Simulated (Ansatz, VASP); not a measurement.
**One calculation of Ta, two programs**

```xyz
1
Lattice="-1.6263 1.6263 1.6263 1.6263 -1.6263 1.6263 1.6263 1.6263 -1.6263" Properties=species:S:1:pos:R:3 pbc="T T T"
Ta    0.0000    0.0000    0.0000
```

Alike in both runs: functional LDA; k mesh 18 × 18 × 18; occupations gaussian, width 0.1 eV; no spin polarisation.

Ansatz relaxed the structure, and its values are those at the end. VASP's run is a single point on that final structure, the one shown.

|  | VASP | Ansatz |
| --- | --- | --- |
| version | VASP 6.6.1 | Ansatz 0.2.0 |
| potentials or method | VASP PAW LDA potentials, release 64 (Ta_pv), cutoff 520 eV | scalar-relativistic, plane waves, PAW |
| valence electrons in the cell | 11 | 13 |

|  | VASP | Ansatz | Ansatz less VASP |
| --- | --- | --- | --- |
| gap on the k mesh at the Fermi level (eV) | none | none | - |
| pressure (GPa) | 0.9 | 0.0 | -0.94 |

Ansatz warns that its potentials were made for another functional, while VASP's fit it. LDA's correlation is that of Perdew and Zunger in VASP and of Perdew and Wang (1992) in Ansatz. A gap of «none» marks a metal or a gap that the smearing closes. VASP's potentials hold 11 valence electrons a cell and Ansatz's 13, so a difference there can come from the potentials and not from the codes.

Spin-orbit coupling is off throughout.
